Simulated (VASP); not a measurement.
# MoS2 in VASP: notebook

MoS2 is run at these levels: r2SCAN+rVV10, PBE exchange alone; tasks: single point.

All numbers are computed with VASP 6.6.1; they aren't measurements. Logs are shortened: lines on timing, memory, paths and dates and some standing lists are left out, and cuts for length are marked.

## (1) The cell of the first run

The cell holds a slab with vacuum, 6 atoms: a = 3.173 Å, b = 3.173 Å, c = 21.283 Å, α = 90.00°, β = 90.00°, γ = 120.00°.

## (2) Single point, r2SCAN+rVV10

Contents of POSCAR:

```
MoS2
1.0
    3.1725182099      0.0000000000      0.0000000000
   -1.5862591049      2.7474813637      0.0000000000
    0.0000000000      0.0000000000     21.2828884651
Mo S
2 4
Direct
    0.3333333333      0.6666666667      0.8536482759
    0.6666666667      0.3333333333      0.1463517241
    0.6666666667      0.3333333333      0.7805716028
    0.3333333333      0.6666666667      0.0732397061
    0.6666666667      0.3333333333      0.9267602939
    0.3333333333      0.6666666667      0.2194283972
```

Contents of INCAR.step1:

```
SYSTEM = MoS2
PREC = Accurate
ENCUT = 520
ISMEAR = -1
SIGMA = 0.05
LREAL = .FALSE.
LASPH = .TRUE.
NELM = 100
NBANDS = 35
GGA = PE
ALGO = Normal
EDIFF = 1E-4
LWAVE = .TRUE.
LCHARG = .FALSE.
```

Contents of INCAR.step2:

```
SYSTEM = MoS2
PREC = Accurate
ENCUT = 520
EDIFF = 1E-6
ISMEAR = -1
SIGMA = 0.05
LREAL = .FALSE.
LASPH = .TRUE.
NELM = 100
ALGO = Normal
ISIF = 2
LWAVE = .FALSE.
LCHARG = .TRUE.
METAGGA = R2SCAN
LMIXTAU = .TRUE.
LUSE_VDW = .TRUE.
IVDW_NL = 2
BPARAM = 11.95
CPARAM = 0.0093
LELF = .TRUE.
LVHAR = .TRUE.
NBANDS = 35
ISTART = 1
```

Contents of KPOINTS:

```
regular mesh
0
G
  10 10 2
  0 0 0
```

Potentials or basis: VASP PAW PBE potentials, release 64 (Mo_sv, S).

Started as:

```sh
$ cat potpaw_PBE.64/Mo_sv/POTCAR potpaw_PBE.64/S/POTCAR > POTCAR
$ cp INCAR.step1 INCAR
$ mpirun -np 1 vasp_std > vasp.out
$ cp INCAR.step2 INCAR
$ mpirun -np 1 vasp_std > vasp.out
```

OUTCAR:

```text
SYSTEM = MoS2
   PREC = Accurate
   ENCUT = 520
   EDIFF = 1E-6
   ISMEAR = -1
   LREAL = .FALSE.
   LASPH = .TRUE.
   NELM = 100
   ISIF = 2
   METAGGA = R2SCAN
   IVDW_NL = 2
   BPARAM = 11.95
   ISTART = 1

 ion  position               nearest neighbor table
   1  0.333  0.667  0.854-   3 2.40   3 2.40   3 2.40   5 2.40   5 2.40   5 2.40
   2  0.667  0.333  0.146-   6 2.40   6 2.40   6 2.40   4 2.40   4 2.40   4 2.40
   3  0.667  0.333  0.781-   1 2.40   1 2.40   1 2.40
   4  0.333  0.667  0.073-   2 2.40   2 2.40   2 2.40
   5  0.667  0.333  0.927-   1 2.40   1 2.40   1 2.40
   6  0.333  0.667  0.219-   2 2.40   2 2.40   2 2.40

  LATTYP: Found a hexagonal cell.
 ALAT       =     3.1725182099
 C/A-ratio  =     6.7085157774

  Lattice vectors:

 A1 = (   3.1725182099,   0.0000000000,   0.0000000000)
 A2 = (  -1.5862591049,   2.7474813637,   0.0000000000)
 A3 = (   0.0000000000,   0.0000000000,  21.2828884651)

Analysis of symmetry for initial positions (statically):
=====================================================================
 Subroutine PRICEL returns:
 Original cell was already a primitive cell.

 Routine SETGRP: Setting up the symmetry group for a
 hexagonal supercell.

 Subroutine GETGRP returns: Found 12 space group operations
 (whereof 12 operations were pure point group operations)
 out of a pool of 24 trial point group operations.

The static configuration has the point symmetry D_3d.

Analysis of symmetry for dynamics (positions and initial velocities):
=====================================================================
 Subroutine PRICEL returns:
 Original cell was already a primitive cell.

 Routine SETGRP: Setting up the symmetry group for a
 hexagonal supercell.

 Subroutine GETGRP returns: Found 12 space group operations
 (whereof 12 operations were pure point group operations)
 out of a pool of 24 trial point group operations.

The dynamic configuration has the point symmetry D_3d.

 Subroutine INISYM returns: Found 12 space group operations
 (whereof 12 operations are pure point group operations),
 and found     1 'primitive' translations

----------------------------------------------------------------------------------------

                                     Primitive cell

  volume of cell :     185.5109

  direct lattice vectors                    reciprocal lattice vectors
     3.172518210  0.000000000  0.000000000     0.315207017  0.181984856  0.000000000
    -1.586259105  2.747481364  0.000000000     0.000000000  0.363969712  0.000000000
     0.000000000  0.000000000 21.282888465     0.000000000  0.000000000  0.046986103

  length of vectors
     3.172518210  3.172518210 21.282888465     0.363969712  0.363969712  0.046986103

  position of ions in fractional coordinates (direct lattice)
     0.333333333  0.666666667  0.853648276
     0.666666667  0.333333333  0.146351724
     0.666666667  0.333333333  0.780571603
     0.333333333  0.666666667  0.073239706
     0.666666667  0.333333333  0.926760294
     0.333333333  0.666666667  0.219428397

  ion indices of the primitive-cell ions
   primitive index   ion index
                 1           1
                 2           2
                 3           3
                 4           4
                 5           5
                 6           6

----------------------------------------------------------------------------------------

 KPOINTS: regular mesh

Automatic generation of k-mesh.
 Grid dimensions read from file:
 generate k-points for:   10   10    2

 Generating k-lattice:

  Cartesian coordinates                     Fractional coordinates (reciprocal lattice)
     0.031520702  0.018198486  0.000000000     0.100000000  0.000000000  0.000000000
     0.000000000  0.036396971  0.000000000     0.000000000  0.100000000  0.000000000
     0.000000000  0.000000000  0.023493052     0.000000000  0.000000000  0.500000000

  Length of vectors
     0.036396971  0.036396971  0.023493052

  Shift w.r.t. Gamma in fractional coordinates (k-lattice)
     0.000000000  0.000000000  0.000000000

 Subroutine IBZKPT returns following result:
 ===========================================

 Found     28 irreducible k-points:

 Following reciprocal coordinates:
            Coordinates               Weight
  0.000000  0.000000  0.000000      1.000000
  0.100000  0.000000  0.000000      6.000000
  0.200000  0.000000  0.000000      6.000000
  0.300000  0.000000  0.000000      6.000000
  0.400000  0.000000  0.000000      6.000000
  0.500000  0.000000  0.000000      3.000000
[... 16 lines left out ...]
  0.300000  0.100000  0.500000     12.000000
  0.400000  0.100000  0.500000     12.000000
 [... further k-points ...]
   k-points           NKPTS =     28   k-points in BZ     NKDIM =     28   number of bands    NBANDS=     35
   number of dos      NEDOS =    301   number of ions     NIONS =      6
   total plane-waves  NPLWV =  92160
   dimension x,y,z NGX =    24 NGY =   24 NGZ =  160
   dimension x,y,z NGXF=    48 NGYF=   48 NGZF=  320
   ions per type =               2   4
   NGX,Y,Z   is equivalent  to a cutoff of  12.58, 12.58, 12.50 a.u.
   NGXF,Y,Z  is equivalent  to a cutoff of  25.15, 25.15, 25.00 a.u.
 SYSTEM =  MoS2
   PREC   = accura    normal or accurate (medium, high low for compatibility)
   ISTART =      1    job   : 0-new  1-cont  2-samecut
   ICHARG =      0    charge: 1-file 2-atom 10-const
   ISPIN  =      1    spin polarized calculation?
   LNONCOLLINEAR =      F non collinear calculations
   LSORBIT =      F    spin-orbit coupling
   LASPH  =      T    aspherical Exc in radial PAW
   ENCUT  =  520.0 eV  38.22 Ry    6.18 a.u.   5.90  5.90 39.57*2*pi/ulx,y,z
   NELM   =    100;   NELMIN=  2; NELMDL=  0     # of ELM steps
   EDIFF  = 0.1E-05   stopping-criterion for ELM
   LREAL  =      F    real-space projection
   EDIFFG = 0.1E-04   stopping-criterion for IOM
   NSW    =      0    number of steps for IOM
   IBRION =     -1    ionic relax: 0-MD 1-quasi-New 2-CG
   NFREE  =      0    steps in history (QN), initial steepest desc. (CG)
   ISIF   =      2    stress and relaxation
   ISYM   =      2    0-nonsym 1-usesym 2-fastsym
   POTIM  = 0.5000    time-step for ionic-motion
   TEBEG  =    0.0;   TEEND  =   0.0 temperature during run
   PSTRESS=    0.0 pullay stress
   NELECT =      52.0000    total number of electrons
   NUPDOWN=      -1.0000    fix difference up-down
   EMIN   =  10.00;   EMAX   =-10.00  energy-range for DOS
   EFERMI =   0.00;   METHOD = LEGACY
   ISMEAR =    -1;   SIGMA  =   0.05  broadening in eV -4-tet -1-fermi 0-gaus
   EFERMI_NEDOS =   21; number of points for ismear=-14 and -15
   IALGO  =     38    algorithm
   IMIX   =      4    mixing-type and parameters
     AMIX     =   0.40;   BMIX     =  1.00
     AMIX_MAG =   1.60;   BMIX_MAG =  1.00
  volume/ion in A,a.u.               =      30.92       208.65
  Fermi-wavevector in a.u.,A,eV,Ry     =   1.071403  2.024658 15.618183  1.147904
  Thomas-Fermi vector in A             =   2.207142
   LORBIT       =      0    0 simple, 1 ext, 2 COOP (PROOUT), +10 PAW based schemes
   METAGGA = R2SCAN    functional components
   LHFCALC =     F    Hartree Fock is set to
   AEXX    =    0.0000 exact exchange contribution
   IVDW_NL    =     2    kernel type
   BPARAM     =11.9500
   IVDW    =     0    specifies the selected vdW correction
   LEPSILON=     F    determine dielectric tensor
   LRPA    =     F    only Hartree local field effects (RPA)
 non-spin polarized calculation
  energy-cutoff  :      520.00
  volume of cell :      185.51
 maximum number of plane-waves:      5032
 NGX is ok and might be reduce to    24
   NGX = 11   NGY = 11   NGZ = 79

 number of electron      52.0000000 magnetization

 Free energy of the ion-electron system (eV)
  ---------------------------------------------------
  ext. energy  EPLUGINS =         0.00000000
  ---------------------------------------------------
  free energy    TOTEN  =       -88.89674403 eV

  energy without entropy =      -88.89674397  energy(sigma->0) =      -88.89674400

 E-fermi :   2.3891     XC(G=0):  -7.0254

 val. band max:        1.7247921056   @ k =   0.0000   0.0000   0.0000
 cond. band min:       3.1794956956   @ k =   0.3000   0.3000   0.5000
 fundamental gap:      1.4547035900
 Fermi energy:         2.3891245452

 k-point     1 :       0.0000    0.0000    0.0000
  band No.  band energies     occupation
      1     -61.5260      2.00000
      2     -61.5260      2.00000
      3     -34.9480      2.00000
      4     -34.9480      2.00000
      5     -34.7243      2.00000
      6     -34.7243      2.00000
[... 27 lines left out ...]
     34       4.5165      0.00000
     35       7.1935      0.00000

 k-point     2 :       0.1000    0.0000    0.0000
  band No.  band energies     occupation
      1     -61.5218      2.00000
      2     -61.5218      2.00000
      3     -34.9398      2.00000
      4     -34.9398      2.00000
      5     -34.7650      2.00000
      6     -34.7650      2.00000
[... 27 lines left out ...]
     34       4.5109      0.00000
     35       7.4114      0.00000

 k-point     3 :       0.2000    0.0000    0.0000
  band No.  band energies     occupation
      1     -61.5110      2.00000
      2     -61.5110      2.00000
      3     -34.9184      2.00000
      4     -34.9184      2.00000
      5     -34.8701      2.00000
      6     -34.8701      2.00000
[... 27 lines left out ...]
     34       5.0796      0.00000
     35       7.9891      0.00000
[... 723 lines left out ...]
 k-point    23 :       0.3000    0.1000    0.5000
  band No.  band energies     occupation
      1     -61.4900      2.00000
      2     -61.4900      2.00000
      3     -35.0512      2.00000
      4     -35.0512      2.00000
      5     -34.8768      2.00000
      6     -34.8768      2.00000
[... 27 lines left out ...]
     34       6.0026      0.00000
     35       9.2674      0.00000

 k-point    24 :       0.4000    0.1000    0.5000
  band No.  band energies     occupation
      1     -61.4825      2.00000
      2     -61.4825      2.00000
      3     -35.1166      2.00000
      4     -35.1166      2.00000
      5     -34.8619      2.00000
      6     -34.8619      2.00000
[... 27 lines left out ...]
     34       5.9768      0.00000
     35       8.1482      0.00000

 [... further k-points ...]
[... 5 lines left out ...]
  --------------------------------------------------------------------------------------
  -------------------------------------------------------------------------------------
  Total        0.1515473      0.1515473      0.0688271      0.0000000     -0.0000000      0.0000000
  in kB        1.3088483      1.3088483      0.5944297      0.0000000     -0.0000000      0.0000000
  external PRESSURE =       1.0707088 kB  Pullay stress =       0.0000000 kB

 VOLUME and BASIS-vectors are now :
 -----------------------------------------------------------------------------
  energy-cutoff  :      520.00
  volume of cell :      185.51
      direct lattice vectors                 reciprocal lattice vectors
     3.172518210  0.000000000  0.000000000     0.315207017  0.181984856  0.000000000
    -1.586259105  2.747481364  0.000000000     0.000000000  0.363969712  0.000000000
     0.000000000  0.000000000 21.282888465     0.000000000  0.000000000  0.046986103

 POSITION                                       TOTAL-FORCE (eV/Angst)
 -----------------------------------------------------------------------------------
     -0.00000      1.83165     18.16810        -0.000000      0.000000     -0.002233
      1.58626      0.91583      3.11479         0.000000      0.000000      0.002233
      1.58626      0.91583     16.61282         0.000000      0.000000     -0.018334
     -0.00000      1.83165      1.55875         0.000000      0.000000     -0.016824
      1.58626      0.91583     19.72414         0.000000     -0.000000      0.016824
     -0.00000      1.83165      4.67007         0.000000      0.000000      0.018334
 -----------------------------------------------------------------------------------
    total drift:                               -0.000000      0.000000      0.000000

  FREE ENERGIE OF THE ION-ELECTRON SYSTEM (eV)
  ---------------------------------------------------
  free  energy   TOTEN  =       -88.8967440255 eV

  energy  without entropy=      -88.8967439653  energy(sigma->0) =      -88.89674400
```

Wall time 7.6 min (1 thread of Intel Xeon 6975P-C (Granite Rapids), shared host); peak memory 0.73 GiB.

Results:

* Free energy: -88.8967 eV
* Largest force: 0.018 eV/Å
* Band gap on the k mesh: 1.45 eV, indirect (least direct gap 2.04 eV)

Forces on the atoms (eV/Å):
```
Mo   0.000  0.000 -0.002
Mo   0.000  0.000  0.002
S    0.000  0.000 -0.018
S    0.000  0.000 -0.017
S    0.000  0.000  0.017
S    0.000  0.000  0.018
```

Caveat: the PAW data sets were made with another functional, which shifts forces and pressure a little.

## (3) Single point, PBE exchange alone

This run uses another cell than the first one, of 32.99 Å³/atom, 1.067 times its volume.

Contents of INCAR:

```
SYSTEM = MoS2
PREC = Accurate ; ENCUT = 520
EDIFF = 1E-6 ; ISMEAR = -1
SIGMA = 0.05 ; LREAL = .FALSE.
LASPH = .TRUE. ; NELM = 60
ALGO = Normal ; ISIF = 2
LWAVE = .FALSE. ; LCHARG = .FALSE.
GGA = PE ; ALDAC = 0.0
AGGAC = 0.0 ; NBANDS = 35
```

Contents of KPOINTS:

```
Automatic mesh
0
G
  10 10 2
  0 0 0
```

Contents of POSCAR:

```
MoS2
1.0
    3.2264481230      0.0000000000      0.0000000000
   -1.6132240615      2.7941860385      0.0000000000
    0.0000000000      0.0000000000     21.9557060374
Mo S
2 4
Direct
    0.3333333333      0.6666666667      0.8511602300
    0.6666666667      0.3333333333      0.1488397700
    0.6666666667      0.3333333333      0.7796253900
    0.3333333333      0.6666666667      0.0772510000
    0.6666666667      0.3333333333      0.9227490000
    0.3333333333      0.6666666667      0.2203746100
```

Potentials or basis: VASP PAW PBE potentials, release 64 (Mo_sv, S).

Started as:

```sh
$ cat potpaw_PBE.64/Mo_sv/POTCAR potpaw_PBE.64/S/POTCAR > POTCAR
$ mpirun -np 1 vasp_std > vasp.out
```

Wall time 3 min (1 thread of Intel Xeon Platinum 8488C (Sapphire Rapids), shared host); peak memory 0.37 GiB.

It converged, with:

```
Free energy            : -33.6776 eV
Largest force          : 0.890 eV/Å
Band gap on the k mesh : 1.33 eV, indirect (least direct gap 1.79 eV)
```

Forces in eV/Å, atoms in the order of the input:
```
Mo   0.000  0.000 -0.011
Mo   0.000  0.000  0.011
S    0.000  0.000 -0.890
S    0.000  0.000 -0.679
S    0.000  0.000  0.679
S    0.000  0.000  0.890
```

Levels at points of the mesh, in eV from the valence-band top:
```tsv
k point	band 22	band 23	band 24	band 25	band 26	band 27	band 28	band 29	band 30	band 31
(0.00, 0.00, 0.00)	-1.83	-1.83	-1.69	-0.43	0.00	2.31	2.31	2.32	2.32	2.48
(0.50, 0.00, 0.00)	-2.13	-1.38	-1.34	-0.89	-0.87	1.74	1.75	2.20	2.28	3.28
(0.00, 0.00, 0.50)	-1.83	-1.83	-1.68	-0.43	0.00	2.31	2.31	2.32	2.32	2.48
(0.50, 0.00, 0.50)	-2.13	-1.38	-1.34	-0.89	-0.87	1.74	1.75	2.20	2.28	3.28
```
